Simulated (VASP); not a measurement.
Set up this calculation in VASP 6.6.1, as the native input.

```
Task                   : single point
Functional             : PBEsol
Potentials or basis    : VASP PAW PBE potentials, release 64 (Ge_d)
Cutoff                 : 520 eV
k mesh                 : 24 × 24 × 24
Occupations            : gaussian, width 0.15 eV
Spin                   : no spin polarisation
Dipole correction      : no
Further INCAR settings : ALGO = Fast; EDIFF = 1e-06; NBANDS = 21
```

The structure of Ge lies in POSCAR:

```
Ge
1.0
   -2.5630127546      2.5630127546      1.3966622730
    2.5630127546     -2.5630127546      1.3966622730
    2.5630127546      2.5630127546     -1.3966622730
Ge
2
Direct
    0.2097254103      0.7097254103      0.5000000000
    0.5402745897      0.5402745897      0.0000000000
```

This cell differs from its parent crystal: atoms displaced along a vibrational mode.

The input as run:

INCAR

```
SYSTEM = Ge
  ALGO = Fast
  EDIFF = 1E-6
  ENCUT = 520
  GGA = PS
  ISIF = 2
  ISMEAR = 0
  LASPH = .True.
  LCHARG = .False.
  LREAL = .False.
  LWAVE = .False.
  NBANDS = 21
  NELM = 100
  PREC = Accurate
  SIGMA = 0.15
```

KPOINTS

```
k-points
0
Gamma
  24 24 24
  0 0 0
```

Potentials or basis: VASP PAW PBE potentials, release 64 (Ge_d).

Command:

```console
$ cat potpaw_PBE.64/Ge_d/POTCAR > POTCAR
$ mpirun -np 1 vasp_std > vasp.out
```

Results of the run:

```json
{"Pressure": "0.2 GPa", "Largest force": "0.129 eV/Å", "Band gap on the k mesh": "zero (bands 14 and 15 overlap by 5.61 eV)"}
```

Caveat: the cell differs from its parent crystal (atoms displaced along a vibrational mode); the PAW data sets were made with another functional, which shifts forces and pressure a little.

Wall time 18 min on 1 thread of Oxide Virtual Turin-like Processor (shared host), peak memory 1.1 GiB.
